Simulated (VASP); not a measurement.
Write the native input for VASP 6.6.1 that does the following.

* Task: single point
* Functional: PBE
* Potentials or basis: VASP PAW PBE potentials, release 64 (Li_sv)
* Cutoff: 520 eV
* k mesh: 24 × 24 × 24
* Occupations: gaussian, width 0.1 eV
* Spin: no spin polarisation
* Dipole correction: no
* Further INCAR settings: ALGO = Fast; EDIFF = 1e-06; NBANDS = 8

The structure of Li lies in POSCAR:

```
Li
1.0
   -1.5298069481      1.5294755228      2.1589800343
    1.5298069481     -1.5294755228      2.1589800343
    1.5298069481      1.5294755228     -2.1589800343
Li
1
Direct
    0.0000000000      0.5000000000      0.5000000000
```

This isn't the form of Li at room conditions, which is bcc.

One way to write it, as run:

INCAR

```
ALGO = Fast
EDIFF = 1E-6
ENCUT = 520
GGA = PE
ISIF = 2
ISMEAR = 0
LASPH = T
LCHARG = F
LREAL = F
LWAVE = F
NBANDS = 8
NELM = 80
PREC = Accurate
SIGMA = 0.1
```

KPOINTS

```
k-points
0
Gamma
  24 24 24
```

Potentials or basis: VASP PAW PBE potentials, release 64 (Li_sv).

The run is started by

```bash
$ cat potpaw_PBE.64/Li_sv/POTCAR > POTCAR
$ mpirun -np 1 vasp_std > vasp.out
```

It gave:

```
Band gap on the k mesh : zero (an odd number of electrons rules out a gap without spin polarisation)
```

Run time: 8.2 min on 1 thread of AMD EPYC 7R13, on a shared host, peak memory 0.31 GiB.
